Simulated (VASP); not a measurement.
# ZnO (P6_3/mmc) in VASP: single point with PBE

Aim: the single point of ZnO with PBE.

Program: VASP 6.6.1. These are calculated values, not measurements. Logs are shortened: lines on timing, memory, paths and dates and some standing lists are left out, and cuts for length are marked.

**1. The cell of the first run**

The structure is hexagonal, space group P6_3/mmc (No. 194). The conventional cell has a = 2.950 Å, b = 2.950 Å, c = 5.126 Å, α = 90.00°, β = 90.00°, γ = 120.00°. Zn (site symmetry -3m) has 6 O at 2.13 Å and 2 Zn at 2.56 Å within 2.8 Å. Within 2.8 Å of O (site symmetry -6m2) lie 6 Zn at 2.13 Å.

**2. Single point, PBE (biaxial xy strain -0.9%)**

File INCAR:

```
ALGO = Normal ; EDIFF = 1E-6
ENCUT = 600 ; GGA = PE
GGA_COMPAT = False ; ISIF = 2
ISMEAR = -1 ; LASPH = True
LCHARG = False ; LREAL = False
LWAVE = False ; NBANDS = 26
NELM = 120 ; PREC = Accurate
SIGMA = 0.02
```

File KPOINTS:

```
k-points
0
Gamma
  12 12 6
```

File POSCAR:

```
ZnO
1.0
    2.9500687898      0.0000000000      0.0000000000
   -1.4750343949      2.5548345149      0.0000000000
    0.0000000000      0.0000000000      5.1256341746
Zn O
2 2
Direct
    0.0000000000      0.0000000000      0.0000000000
    0.0000000000      0.0000000000      0.5000000000
    0.3333333333      0.6666666667      0.2500000000
    0.6666666667      0.3333333333      0.7500000000
```

Potentials or basis: VASP PAW PBE potentials, release 64 (Zn, O).

Command:

```
cat potpaw_PBE.64/Zn/POTCAR potpaw_PBE.64/O/POTCAR > POTCAR
mpirun -np 1 vasp_std > vasp.out
```

OUTCAR:

```text
EDIFF = 1E-6
   ENCUT = 600
   GGA = PE
   ISIF = 2
   ISMEAR = -1
   LASPH = True
   LREAL = False
   NELM = 120
   PREC = Accurate

 ion  position               nearest neighbor table
   1  0.000  0.000  0.000-   3 2.13   4 2.13   4 2.13   3 2.13   4 2.13   3 2.13   2 2.56   2 2.56

   2  0.000  0.000  0.500-   3 2.13   4 2.13   4 2.13   3 2.13   4 2.13   3 2.13   1 2.56   1 2.56

   3  0.333  0.667  0.250-   1 2.13   2 2.13   1 2.13   2 2.13   1 2.13   2 2.13
   4  0.667  0.333  0.750-   1 2.13   2 2.13   1 2.13   2 2.13   1 2.13   2 2.13

  LATTYP: Found a hexagonal cell.
 ALAT       =     2.9500687898
 C/A-ratio  =     1.7374625949

  Lattice vectors:

 A1 = (   2.9500687898,   0.0000000000,   0.0000000000)
 A2 = (  -1.4750343949,   2.5548345149,   0.0000000000)
 A3 = (   0.0000000000,   0.0000000000,   5.1256341746)

Analysis of symmetry for initial positions (statically):
=====================================================================
 Subroutine PRICEL returns:
 Original cell was already a primitive cell.

 Routine SETGRP: Setting up the symmetry group for a
 hexagonal supercell.

 Subroutine GETGRP returns: Found 24 space group operations
 (whereof 12 operations were pure point group operations)
 out of a pool of 24 trial point group operations.

The static configuration has the point symmetry D_3d.
 The point group associated with its full space group is D_6h.

Analysis of symmetry for dynamics (positions and initial velocities):
=====================================================================
 Subroutine PRICEL returns:
 Original cell was already a primitive cell.

 Routine SETGRP: Setting up the symmetry group for a
 hexagonal supercell.

 Subroutine GETGRP returns: Found 24 space group operations
 (whereof 12 operations were pure point group operations)
 out of a pool of 24 trial point group operations.

The dynamic configuration has the point symmetry D_3d.
 The point group associated with its full space group is D_6h.

 Subroutine INISYM returns: Found 24 space group operations
 (whereof 12 operations are pure point group operations),
 and found     1 'primitive' translations

----------------------------------------------------------------------------------------

                                     Primitive cell

  volume of cell :      38.6316

  direct lattice vectors                    reciprocal lattice vectors
     2.950068790  0.000000000  0.000000000     0.338975146  0.195707392  0.000000000
    -1.475034395  2.554834515  0.000000000     0.000000000  0.391414784  0.000000000
     0.000000000  0.000000000  5.125634175     0.000000000  0.000000000  0.195097810

  length of vectors
     2.950068790  2.950068790  5.125634175     0.391414784  0.391414784  0.195097810

  position of ions in fractional coordinates (direct lattice)
     0.000000000  0.000000000  0.000000000
     0.000000000  0.000000000  0.500000000
     0.333333333  0.666666667  0.250000000
     0.666666667  0.333333333  0.750000000

  ion indices of the primitive-cell ions
   primitive index   ion index
                 1           1
                 2           2
                 3           3
                 4           4

----------------------------------------------------------------------------------------

 KPOINTS: k-points

Automatic generation of k-mesh.
 Grid dimensions read from file:
 generate k-points for:   12   12    6

 Generating k-lattice:

  Cartesian coordinates                     Fractional coordinates (reciprocal lattice)
     0.028247929  0.016308949  0.000000000     0.083333333 -0.000000000  0.000000000
     0.000000000  0.032617899  0.000000000     0.000000000  0.083333333  0.000000000
     0.000000000  0.000000000  0.032516302     0.000000000  0.000000000  0.166666667

  Length of vectors
     0.032617899  0.032617899  0.032516302

  Shift w.r.t. Gamma in fractional coordinates (k-lattice)
     0.000000000  0.000000000  0.000000000

 Subroutine IBZKPT returns following result:
 ===========================================

 Found     76 irreducible k-points:

 Following reciprocal coordinates:
            Coordinates               Weight
  0.000000  0.000000  0.000000      1.000000
  0.083333  0.000000  0.000000      6.000000
  0.166667  0.000000  0.000000      6.000000
  0.250000  0.000000  0.000000      6.000000
  0.333333  0.000000  0.000000      6.000000
  0.416667  0.000000  0.000000      6.000000
[... 16 lines left out ...]
  0.250000  0.000000  0.166667     12.000000
  0.333333  0.000000  0.166667     12.000000
 [... further k-points ...]
   k-points           NKPTS =     76   k-points in BZ     NKDIM =     76   number of bands    NBANDS=     26
   number of dos      NEDOS =    301   number of ions     NIONS =      4
   total plane-waves  NPLWV =  24192
   dimension x,y,z NGX =    24 NGY =   24 NGZ =   42
   dimension x,y,z NGXF=    48 NGYF=   48 NGZF=   84
   ions per type =               2   2
   NGX,Y,Z   is equivalent  to a cutoff of  13.52, 13.52, 13.62 a.u.
   NGXF,Y,Z  is equivalent  to a cutoff of  27.05, 27.05, 27.24 a.u.
 SYSTEM =  unknown system
   PREC   = accura    normal or accurate (medium, high low for compatibility)
   ISTART =      0    job   : 0-new  1-cont  2-samecut
   ICHARG =      2    charge: 1-file 2-atom 10-const
   ISPIN  =      1    spin polarized calculation?
   LNONCOLLINEAR =      F non collinear calculations
   LSORBIT =      F    spin-orbit coupling
   LASPH  =      T    aspherical Exc in radial PAW
   ENCUT  =  600.0 eV  44.10 Ry    6.64 a.u.   5.89  5.89 10.24*2*pi/ulx,y,z
   NELM   =    120;   NELMIN=  2; NELMDL= -5     # of ELM steps
   EDIFF  = 0.1E-05   stopping-criterion for ELM
   LREAL  =      F    real-space projection
   EDIFFG = 0.1E-04   stopping-criterion for IOM
   NSW    =      0    number of steps for IOM
   IBRION =     -1    ionic relax: 0-MD 1-quasi-New 2-CG
   NFREE  =      0    steps in history (QN), initial steepest desc. (CG)
   ISIF   =      2    stress and relaxation
   ISYM   =      2    0-nonsym 1-usesym 2-fastsym
   POTIM  = 0.5000    time-step for ionic-motion
   TEBEG  =    0.0;   TEEND  =   0.0 temperature during run
   PSTRESS=    0.0 pullay stress
   NELECT =      36.0000    total number of electrons
   NUPDOWN=      -1.0000    fix difference up-down
   EMIN   =  10.00;   EMAX   =-10.00  energy-range for DOS
   EFERMI =   0.00;   METHOD = LEGACY
   ISMEAR =    -1;   SIGMA  =   0.02  broadening in eV -4-tet -1-fermi 0-gaus
   EFERMI_NEDOS =   21; number of points for ismear=-14 and -15
   IALGO  =     38    algorithm
   IMIX   =      4    mixing-type and parameters
     AMIX     =   0.40;   BMIX     =  1.00
     AMIX_MAG =   1.60;   BMIX_MAG =  1.00
  volume/ion in A,a.u.               =       9.66        65.17
  Fermi-wavevector in a.u.,A,eV,Ry     =   1.599048  3.021762 34.789476  2.556954
  Thomas-Fermi vector in A             =   2.696402
   LORBIT       =      0    0 simple, 1 ext, 2 COOP (PROOUT), +10 PAW based schemes
   GGA     = PE    functional components
   LHFCALC =     F    Hartree Fock is set to
   AEXX    =    0.0000 exact exchange contribution
   IVDW    =     0    specifies the selected vdW correction
   LEPSILON=     F    determine dielectric tensor
   LRPA    =     F    only Hartree local field effects (RPA)
 non-spin polarized calculation
  energy-cutoff  :      600.00
  volume of cell :       38.63
 maximum number of plane-waves:      1308
 NGX is ok and might be reduce to    24
   NGX = 11   NGY = 11   NGZ = 21

 number of electron      35.9999960 magnetization

 Free energy of the ion-electron system (eV)
  ---------------------------------------------------
  ext. energy  EPLUGINS =         0.00000000
  ---------------------------------------------------
  free energy    TOTEN  =       -16.85260668 eV

  energy without entropy =      -16.85260668  energy(sigma->0) =      -16.85260668

 E-fermi :   3.3112     XC(G=0): -12.3517

 val. band max:        2.8852928116   @ k =   0.0000   0.0000   0.0000
 cond. band min:       3.6788105902   @ k =   0.0000   0.0000   0.0000
 fundamental gap:      0.7935177785
 Fermi energy:         3.3111922309

 k-point     1 :       0.0000    0.0000    0.0000
  band No.  band energies     occupation
      1     -15.8594      2.00000
      2     -14.5993      2.00000
      3      -4.7799      2.00000
      4      -3.0204      2.00000
      5      -3.0204      2.00000
      6      -2.8197      2.00000
[... 18 lines left out ...]
     25      20.8620      0.00000
     26      21.3808      0.00000

 k-point     2 :       0.0833    0.0000    0.0000
  band No.  band energies     occupation
      1     -15.7849      2.00000
      2     -14.5727      2.00000
      3      -4.6562      2.00000
      4      -3.0098      2.00000
      5      -3.0021      2.00000
      6      -2.8202      2.00000
[... 18 lines left out ...]
     25      19.7360      0.00000
     26      20.0365      0.00000

 k-point     3 :       0.1667    0.0000    0.0000
  band No.  band energies     occupation
      1     -15.5727      2.00000
      2     -14.5004      2.00000
      3      -4.3034      2.00000
      4      -2.9762      2.00000
      5      -2.9686      2.00000
      6      -2.8618      2.00000
[... 18 lines left out ...]
     25      17.9129      0.00000
     26      18.9591      0.00000

 k-point     4 :       0.2500    0.0000    0.0000
  band No.  band energies     occupation
      1     -15.2575      2.00000
      2     -14.4037      2.00000
      3      -3.8005      2.00000
      4      -3.1885      2.00000
      5      -2.9712      2.00000
      6      -2.9113      2.00000
[... 18 lines left out ...]
     25      17.6623      0.00000
     26      18.1013      0.00000
[... 496 lines left out ...]
      1     -15.5099      2.00000
      2     -14.5835      2.00000
      3      -4.1704      2.00000
      4      -2.9124      2.00000
      5      -2.9029      2.00000
      6      -2.8097      2.00000
[... 18 lines left out ...]
     25      17.7170      0.00000
     26      18.8149      0.00000

 k-point    23 :       0.2500    0.0000    0.1667
  band No.  band energies     occupation
      1     -15.2055      2.00000
      2     -14.4669      2.00000
      3      -3.7954      2.00000
      4      -3.1998      2.00000
      5      -2.9145      2.00000
      6      -2.8389      2.00000
[... 18 lines left out ...]
     25      17.6881      0.00000
     26      18.0934      0.00000

 k-point    24 :       0.3333    0.0000    0.1667
  band No.  band energies     occupation
      1     -14.8622      2.00000
      2     -14.3582      2.00000
      3      -3.8278      2.00000
      4      -3.5100      2.00000
      5      -2.9662      2.00000
      6      -2.8474      2.00000
[... 18 lines left out ...]
     25      16.8146      0.00000
     26      18.3531      0.00000

 [... further k-points ...]
[... 5 lines left out ...]
  --------------------------------------------------------------------------------------
  -------------------------------------------------------------------------------------
  Total        3.0652432      3.0652432      2.7745790     -0.0000000     -0.0000000      0.0000000
  in kB      127.1255961    127.1255961    115.0708040     -0.0000000     -0.0000000      0.0000000
  external PRESSURE =     123.1073321 kB  Pullay stress =       0.0000000 kB

 VOLUME and BASIS-vectors are now :
 -----------------------------------------------------------------------------
  energy-cutoff  :      600.00
  volume of cell :       38.63
      direct lattice vectors                 reciprocal lattice vectors
     2.950068790  0.000000000  0.000000000     0.338975146  0.195707392  0.000000000
    -1.475034395  2.554834515  0.000000000     0.000000000  0.391414784  0.000000000
     0.000000000  0.000000000  5.125634175     0.000000000  0.000000000  0.195097810

 POSITION                                       TOTAL-FORCE (eV/Angst)
 -----------------------------------------------------------------------------------
      0.00000      0.00000      0.00000         0.000000      0.000000      0.000000
      0.00000      0.00000      2.56282         0.000000      0.000000      0.000000
     -0.00000      1.70322      1.28141         0.000000     -0.000000      0.000000
      1.47503      0.85161      3.84423        -0.000000      0.000000     -0.000000
 -----------------------------------------------------------------------------------
    total drift:                               -0.000000      0.000000      0.000000

  FREE ENERGIE OF THE ION-ELECTRON SYSTEM (eV)
  ---------------------------------------------------
  free  energy   TOTEN  =       -16.8526066825 eV

  energy  without entropy=      -16.8526066825  energy(sigma->0) =      -16.85260668
```

Wall time 38 s (1 thread of Intel Xeon 6975P-C, shared host); peak memory 0.21 GiB.

What came out:

```
Free energy            : -16.8526 eV
Pressure               : 12.3 GPa
Band gap on the k mesh : 0.79 eV, direct
```

Caveat: the cell differs from its parent crystal (biaxial xy strain -0.9%).
